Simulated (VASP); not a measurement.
Set up this calculation in VASP 6.6.1, as the native input.

- Task: electric field gradients
- Functional: LDA
- Potentials or basis: VASP PAW LDA potentials, release 64 (Sc_sv, F)
- Cutoff: 520 eV
- k mesh: 6 × 6 × 6
- Occupations: fermi-dirac, width 0.02 eV
- Spin: no spin polarisation
- Dipole correction: no
- Further INCAR settings: ALGO = Normal; EDIFF = 1e-08; NBANDS = 24

The structure of ScF3 lies in POSCAR:

```
ScF3
1.0
    4.0926990000      0.0000000000      0.0000000000
    0.0000000000      4.0926990000      0.0000000000
    0.0000000000      0.0000000000      4.0124500000
Sc F
1 3
Direct
    0.0000000000      0.0000000000      0.0000000000
    0.5000000000      0.0000000000      0.0000000000
    0.0000000000      0.5000000000      0.0000000000
    0.0000000000      0.0000000000      0.5000000000
```

This cell differs from its parent crystal: equal xx and yy strain of +2 %.

One way to write it, as run:

INCAR

```
PREC     = Accurate       # precision mode
ENCUT    = 520            # plane-wave cutoff, eV
EDIFF    = 1E-8           # SCF threshold, eV
ISMEAR   = -1             # smearing method
SIGMA    = 0.02           # smearing width, eV
LREAL    = False          # projectors in reciprocal space
LASPH    = True           # aspherical terms in the spheres
NELM     = 80             # most SCF steps
ALGO     = Normal         # electronic algorithm
ISIF     = 2              # what is computed and relaxed
LWAVE    = False          # write WAVECAR
LCHARG   = False          # write CHGCAR
LEFG     = True         
NBANDS   = 24             # bands
```

KPOINTS

```
Automatic mesh
0
Gamma
  6 6 6
```

Potentials or basis: VASP PAW LDA potentials, release 64 (Sc_sv, F).

The run is started by

```console
$ cat potpaw_LDA.64/Sc_sv/POTCAR potpaw_LDA.64/F/POTCAR > POTCAR
$ mpirun -np 1 vasp_std > vasp.out
```

It gave:

| Property | Result |
| --- | --- |
| Pressure | -5.7 GPa |
| Band gap on the k mesh | 5.91 eV, indirect (least direct gap 6.44 eV) |

Caveat: the cell differs from its parent crystal (equal xx and yy strain of +2 %); without QUAD_EFG the Cq values of the log hold for a quadrupole moment of 1 mb, not for the nuclei.

It took 96 s on 1 thread of Intel(R) Xeon(R) Platinum 8375C CPU @ 2.90GHz (Ice Lake), on a shared host, peak memory 0.18 GiB.
